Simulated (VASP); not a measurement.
# SiTe (Pm-3m) in VASP: a series of runs

SiTe is run at these levels: PBE; tasks: single point.

All numbers are computed with VASP 6.6.1; they aren't measurements. Logs are shortened: lines on timing, memory, paths and dates and some standing lists are left out, and cuts for length are marked.

**1. The cell of the first run**

The structure is cubic, space group Pm-3m (No. 221). The conventional cell has a = 3.691 Å, b = 3.691 Å, c = 3.691 Å, α = 90.00°, β = 90.00°, γ = 90.00°. Si (site symmetry m-3m) has 8 Te at 3.20 Å and 6 Si at 3.69 Å within 4.2 Å. Within 4.2 Å of Te (site symmetry m-3m) lie 8 Si at 3.20 Å and 6 Te at 3.69 Å.

**2. Single point, PBE (volume scaled by 0.94)**

Input file INCAR:

```
ALGO = Normal ; EDIFF = 1E-6
ENCUT = 520 ; GGA = PE
ISIF = 2 ; ISMEAR = -1
LASPH = True ; LCHARG = False
LREAL = False ; LWAVE = False
NBANDS = 12 ; NELM = 80
PREC = Accurate ; SIGMA = 0.05
```

Input file KPOINTS:

```
k-points
0
Gamma
  7 7 7
```

Input file POSCAR:

```
SiTe
1.0
    3.6910340253      0.0000000000      0.0000000000
    0.0000000000      3.6910340253      0.0000000000
    0.0000000000      0.0000000000      3.6910340253
Si Te
1 1
Direct
    0.0000000000      0.0000000000      0.0000000000
    0.5000000000      0.5000000000      0.5000000000
```

Potentials or basis: VASP PAW PBE potentials, release 64 (Si, Te).

Run with:

```sh
$ cat potpaw_PBE.64/Si/POTCAR potpaw_PBE.64/Te/POTCAR > POTCAR
$ mpirun -np 1 vasp_std > vasp.out
```

OUTCAR:

```text
EDIFF = 1E-6
   ENCUT = 520
   GGA = PE
   ISIF = 2
   ISMEAR = -1
   LASPH = True
   LREAL = False
   NELM = 80
   PREC = Accurate

 ion  position               nearest neighbor table
   1  0.000  0.000  0.000-   2 3.20   2 3.20   2 3.20   2 3.20   2 3.20   2 3.20   2 3.20   2 3.20

   2  0.500  0.500  0.500-   1 3.20   1 3.20   1 3.20   1 3.20   1 3.20   1 3.20   1 3.20   1 3.20

  LATTYP: Found a simple cubic cell.
 ALAT       =     3.6910340253

  Lattice vectors:

 A1 = (   3.6910340253,   0.0000000000,   0.0000000000)
 A2 = (   0.0000000000,   3.6910340253,   0.0000000000)
 A3 = (   0.0000000000,   0.0000000000,   3.6910340253)

Analysis of symmetry for initial positions (statically):
=====================================================================
 Subroutine PRICEL returns:
 Original cell was already a primitive cell.

 Routine SETGRP: Setting up the symmetry group for a
 simple cubic supercell.

 Subroutine GETGRP returns: Found 48 space group operations
 (whereof 48 operations were pure point group operations)
 out of a pool of 48 trial point group operations.

The static configuration has the point symmetry O_h .

Analysis of symmetry for dynamics (positions and initial velocities):
=====================================================================
 Subroutine PRICEL returns:
 Original cell was already a primitive cell.

 Routine SETGRP: Setting up the symmetry group for a
 simple cubic supercell.

 Subroutine GETGRP returns: Found 48 space group operations
 (whereof 48 operations were pure point group operations)
 out of a pool of 48 trial point group operations.

The dynamic configuration has the point symmetry O_h .

 Subroutine INISYM returns: Found 48 space group operations
 (whereof 48 operations are pure point group operations),
 and found     1 'primitive' translations

----------------------------------------------------------------------------------------

                                     Primitive cell

  volume of cell :      50.2857

  direct lattice vectors                    reciprocal lattice vectors
     3.691034025  0.000000000  0.000000000     0.270926790  0.000000000  0.000000000
     0.000000000  3.691034025  0.000000000     0.000000000  0.270926790  0.000000000
[... 86 lines left out ...]
   ISIF   =      2    stress and relaxation
   ISYM   =      2    0-nonsym 1-usesym 2-fastsym
   POTIM  = 0.5000    time-step for ionic-motion
   TEBEG  =    0.0;   TEEND  =   0.0 temperature during run
   PSTRESS=    0.0 pullay stress
   NELECT =      10.0000    total number of electrons
   NUPDOWN=      -1.0000    fix difference up-down
   EMIN   =  10.00;   EMAX   =-10.00  energy-range for DOS
   EFERMI =   0.00;   METHOD = LEGACY
   ISMEAR =    -1;   SIGMA  =   0.05  broadening in eV -4-tet -1-fermi 0-gaus
   EFERMI_NEDOS =   21; number of points for ismear=-14 and -15
   IALGO  =     38    algorithm
   IMIX   =      4    mixing-type and parameters
     AMIX     =   0.40;   BMIX     =  1.00
     AMIX_MAG =   1.60;   BMIX_MAG =  1.00
  volume/ion in A,a.u.               =      25.14       169.67
  Fermi-wavevector in a.u.,A,eV,Ry     =   0.955565  1.805756 12.423534  0.913104
  Thomas-Fermi vector in A             =   2.084414
   LORBIT       =      0    0 simple, 1 ext, 2 COOP (PROOUT), +10 PAW based schemes
   GGA     = PE    functional components
   LHFCALC =     F    Hartree Fock is set to
   AEXX    =    0.0000 exact exchange contribution
   IVDW    =     0    specifies the selected vdW correction
   LEPSILON=     F    determine dielectric tensor
   LRPA    =     F    only Hartree local field effects (RPA)
 non-spin polarized calculation
  energy-cutoff  :      520.00
  volume of cell :       50.29
 maximum number of plane-waves:      1370
 NGX is ok and might be reduce to    28
   NGX = 13   NGY = 13   NGZ = 13

 number of electron      10.0000000 magnetization

 number of electron       9.9999999 magnetization

 Free energy of the ion-electron system (eV)
  ---------------------------------------------------
  ext. energy  EPLUGINS =         0.00000000
  ---------------------------------------------------
  free energy    TOTEN  =        -7.37809818 eV

  energy without entropy =       -7.37162636  energy(sigma->0) =       -7.37486227

 E-fermi :   6.8641     XC(G=0):  -9.8626

 val. band max:        6.7971548442   @ k =   0.2857   0.1429   0.0000
 cond. band min:       7.0028035097   @ k =   0.2857   0.1429   0.1429
 fundamental gap:      0.2056486656
 Fermi energy:         6.8640541513

 k-point     1 :       0.0000    0.0000    0.0000
  band No.  band energies     occupation
      1      -6.1795      2.00000
      2       1.7713      2.00000
      3       4.9769      2.00000
      4       4.9769      2.00000
      5       4.9769      2.00000
      6      10.0069      0.00000
      7      10.0069      0.00000
      8      11.8841      0.00000
      9      11.8841      0.00000
     10      11.8841      0.00000
     11      17.1640      0.00000
     12      17.1640      0.00000
[... 271 lines left out ...]
 k-point    20 :       0.4286    0.4286    0.4286
  band No.  band energies     occupation
      1      -3.0971      2.00000
      2       1.0478      2.00000
      3       3.2332      2.00000
      4       3.3571      2.00000
      5       3.3571      2.00000
      6       5.5500      2.00000
      7       5.5500      2.00000
      8       6.4246      1.99970
      9      18.7006      0.00000
     10      19.7777      0.00000
     11      19.7777      0.00000
     12      20.9963      0.00000

------------------------ aborting loop because EDIFF is reached ----------------------------------------

  FORCE on cell =-STRESS in cart. coord.  units (eV):
  Direction    XX          YY          ZZ          XY          YZ          ZX
  --------------------------------------------------------------------------------------
  -------------------------------------------------------------------------------------
  Total       -1.6387956     -1.6387956     -1.6387956      0.0000000     -0.0000000      0.0000000
  in kB      -52.2145130    -52.2145130    -52.2145130      0.0000000     -0.0000000      0.0000000
  external PRESSURE =     -52.2145130 kB  Pullay stress =       0.0000000 kB

 VOLUME and BASIS-vectors are now :
 -----------------------------------------------------------------------------
  energy-cutoff  :      520.00
  volume of cell :       50.29
      direct lattice vectors                 reciprocal lattice vectors
     3.691034025  0.000000000  0.000000000     0.270926790  0.000000000  0.000000000
     0.000000000  3.691034025  0.000000000     0.000000000  0.270926790  0.000000000
     0.000000000  0.000000000  3.691034025     0.000000000  0.000000000  0.270926790

 POSITION                                       TOTAL-FORCE (eV/Angst)
 -----------------------------------------------------------------------------------
      0.00000      0.00000      0.00000         0.000000      0.000000      0.000000
      1.84552      1.84552      1.84552         0.000000      0.000000      0.000000
 -----------------------------------------------------------------------------------
    total drift:                               -0.000000      0.000000      0.000000

  FREE ENERGIE OF THE ION-ELECTRON SYSTEM (eV)
  ---------------------------------------------------
  free  energy   TOTEN  =        -7.3780981828 eV

  energy  without entropy=       -7.3716263602  energy(sigma->0) =       -7.37486227
```

OSZICAR:

```text
N       E                     dE             d eps       ncg     rms          rms(c)
DAV:   1     0.210447740208E+02    0.21045E+02   -0.38675E+03   480   0.641E+02
DAV:   2    -0.624003964881E+01   -0.27285E+02   -0.25941E+02   672   0.967E+01
DAV:   3    -0.737612463471E+01   -0.11361E+01   -0.11329E+01   604   0.192E+01
DAV:   4    -0.738748995006E+01   -0.11365E-01   -0.11364E-01   556   0.233E+00
DAV:   5    -0.738767343069E+01   -0.18348E-03   -0.18348E-03   592   0.286E-01    0.582E+00
DAV:   6    -0.738005401910E+01    0.76194E-02   -0.12842E-02   552   0.455E-01    0.359E+00
DAV:   7    -0.737811542125E+01    0.19386E-02   -0.13510E-02   540   0.582E-01    0.257E-01
DAV:   8    -0.737809852926E+01    0.16892E-04   -0.62506E-04   552   0.124E-01    0.143E-01
DAV:   9    -0.737809887182E+01   -0.34256E-06   -0.59948E-05   548   0.474E-02    0.485E-02
DAV:  10    -0.737809818283E+01    0.68899E-06   -0.19778E-06   560   0.874E-03
   1 F= -.73780982E+01 E0= -.73748623E+01  d E =-.647182E-02
```

stdout:

```text
POSCAR found type information on POSCAR SiTe
 POSCAR found :  2 types and       2 ions
 scaLAPACK will be used
 LDA part: xc-table for (Slater+PW92), standard interpolation
 POSCAR, INCAR and KPOINTS ok, starting setup
 FFT: planning ... GRIDC
 FFT: planning ... GRID_SOFT
 FFT: planning ... GRID
 WAVECAR not read
 entering main loop
```

Run time: 8.6 s. Hardware: 1 thread of Intel Xeon 6975P-C (Granite Rapids), shared host; peak memory 0.15 GiB.

Results:

| Property | Result |
| --- | --- |
| Free energy | -7.3781 eV |
| Pressure | -5.2 GPa |
| Band gap on the k mesh | zero (band 5 reaches 7.54 eV, above the bottom of band 6 at 5.55 eV) |

Caveat: the cell differs from its parent crystal (volume scaled by 0.94); spin-orbit coupling is left out, which moves the levels of the heavy elements.

**3. Single point, PBE (volume scaled by 0.96)**

Input file INCAR:

```
SYSTEM = SiTe
ALGO     = Normal         ! electronic algorithm
EDIFF    = 1E-6           ! SCF threshold, eV
ENCUT    = 520            ! plane-wave cutoff, eV
GGA      = PE             ! functional
ISIF     = 2              ! what is computed and relaxed
ISMEAR   = -1             ! smearing method
LASPH    = .TRUE.         ! aspherical terms in the spheres
LCHARG   = .TRUE.         ! write CHGCAR
LELF     = .TRUE.         ! ELF
LREAL    = .FALSE.        ! projectors in reciprocal space
LVHAR    = .TRUE.       
LWAVE    = .FALSE.        ! write WAVECAR
NBANDS   = 12             ! bands
NELM     = 60             ! most SCF steps
PREC     = Accurate       ! precision mode
SIGMA    = 0.05           ! smearing width, eV
```

Input file KPOINTS:

```
k-points
0
G
  7 7 7
  0 0 0
```

Input file POSCAR:

```
SiTe
1.0
    3.7170280790      0.0000000000      0.0000000000
    0.0000000000      3.7170280790      0.0000000000
    0.0000000000      0.0000000000      3.7170280790
Si Te
1 1
Direct
    0.0000000000      0.0000000000      0.0000000000
    0.5000000000      0.5000000000      0.5000000000
```

Potentials or basis: VASP PAW PBE potentials, release 64 (Si, Te).

Run with:

```sh
$ cat potpaw_PBE.64/Si/POTCAR potpaw_PBE.64/Te/POTCAR > POTCAR
$ mpirun -np 1 vasp_std > vasp.out
```

OUTCAR:

```text
SYSTEM = SiTe
   EDIFF = 1E-6
   ENCUT = 520
   GGA = PE
   ISIF = 2
   ISMEAR = -1
   LASPH = .TRUE.
   LREAL = .FALSE.
   NELM = 60
   PREC = Accurate

 ion  position               nearest neighbor table
   1  0.000  0.000  0.000-   2 3.22   2 3.22   2 3.22   2 3.22   2 3.22   2 3.22   2 3.22   2 3.22

   2  0.500  0.500  0.500-   1 3.22   1 3.22   1 3.22   1 3.22   1 3.22   1 3.22   1 3.22   1 3.22

  LATTYP: Found a simple cubic cell.
 ALAT       =     3.7170280790

  Lattice vectors:

[... 480 lines left out ...]
------------------------ aborting loop because EDIFF is reached ----------------------------------------

  FORCE on cell =-STRESS in cart. coord.  units (eV):
  Direction    XX          YY          ZZ          XY          YZ          ZX
  --------------------------------------------------------------------------------------
  -------------------------------------------------------------------------------------
  Total       -1.9104775     -1.9104775     -1.9104775     -0.0000000     -0.0000000     -0.0000000
  in kB      -59.6025707    -59.6025707    -59.6025707     -0.0000000     -0.0000000     -0.0000000
  external PRESSURE =     -59.6025707 kB  Pullay stress =       0.0000000 kB

 VOLUME and BASIS-vectors are now :
 -----------------------------------------------------------------------------
  energy-cutoff  :      520.00
  volume of cell :       51.36
      direct lattice vectors                 reciprocal lattice vectors
     3.717028079  0.000000000  0.000000000     0.269032135  0.000000000  0.000000000
     0.000000000  3.717028079  0.000000000     0.000000000  0.269032135  0.000000000
     0.000000000  0.000000000  3.717028079     0.000000000  0.000000000  0.269032135

 POSITION                                       TOTAL-FORCE (eV/Angst)
 -----------------------------------------------------------------------------------
      0.00000      0.00000      0.00000         0.000000      0.000000      0.000000
      1.85851      1.85851      1.85851         0.000000      0.000000      0.000000
 -----------------------------------------------------------------------------------
    total drift:                               -0.000000      0.000000      0.000000

  FREE ENERGIE OF THE ION-ELECTRON SYSTEM (eV)
  ---------------------------------------------------
  free  energy   TOTEN  =        -7.3407597763 eV

  energy  without entropy=       -7.3335260414  energy(sigma->0) =       -7.33714291
```

stdout:

```text
POSCAR found type information on POSCAR SiTe
 POSCAR found :  2 types and       2 ions
 scaLAPACK will be used
 LDA part: xc-table for (Slater+PW92), standard interpolation
 POSCAR, INCAR and KPOINTS ok, starting setup
 FFT: planning ... GRIDC
 FFT: planning ... GRID_SOFT
 FFT: planning ... GRID
 WAVECAR not read
 entering main loop
```

Wall time 8.2 s (1 thread of Intel Xeon 6975P-C (Granite Rapids), shared host); peak memory 0.15 GiB.

Results:

```yaml
Free_energy: -7.3408 eV
Pressure: -6.0 GPa
Band_gap_on_the_k_mesh: zero (band 5 reaches 7.26 eV, above the bottom of band 6 at 5.36 eV)
```

Caveat: the cell differs from its parent crystal (volume scaled by 0.96); spin-orbit coupling is left out, which moves the levels of the heavy elements.

**4. Single point, PBE**

This run uses another cell than the first one, of 26.75 Å³/atom, 1.064 times its volume.

Input file INCAR:

```
ALGO     = Normal         # electronic algorithm
EDIFF    = 1E-6           # SCF threshold, eV
ENCUT    = 520            # plane-wave cutoff, eV
GGA      = PE             # functional
ISIF     = 2              # what is computed and relaxed
ISMEAR   = -1             # smearing method
LASPH    = T              # aspherical terms in the spheres
LCHARG   = T              # write CHGCAR
LELF     = T              # ELF
LREAL    = F              # projectors in reciprocal space
LVHAR    = T            
LWAVE    = F              # write WAVECAR
NBANDS   = 12             # bands
NELM     = 80             # most SCF steps
PREC     = Accurate       # precision mode
SIGMA    = 0.05           # smearing width, eV
```

Input file KPOINTS:

```
k-points
0
Gamma
  7 7 7
```

Input file POSCAR:

```
SiTe
1.0
    3.7679526000      0.0000000000      0.0000000000
    0.0000000000      3.7679526000      0.0000000000
    0.0000000000      0.0000000000      3.7679526000
Si Te
1 1
Direct
    0.0000000000      0.0000000000      0.0000000000
    0.5000000000      0.5000000000      0.5000000000
```

Run with:

```sh
$ cat potpaw_PBE.64/Si/POTCAR potpaw_PBE.64/Te/POTCAR > POTCAR
$ mpirun -np 1 vasp_std > vasp.out
```

It took 9.1 s on 1 thread of Intel Xeon 6975P-C (Granite Rapids), shared host; peak memory 0.15 GiB.

Results (log left out):

```yaml
Free_energy: -7.2530 eV
Pressure: -7.1 GPa
Band_gap_on_the_k_mesh: zero (band 5 reaches 6.72 eV, above the bottom of band 6 at 5.01 eV)
```

Levels at points of the mesh, in eV from the Fermi level:
```tsv
k point	band 2	band 3	band 4	band 5	band 6	band 7	band 8	band 9
(0.00, 0.00, 0.00)	-5.23	-1.67	-1.67	-1.67	3.42	3.42	4.70	4.70
```

Caveat: spin-orbit coupling is left out, which moves the levels of the heavy elements.

(Part 1 of 2 ends here.)
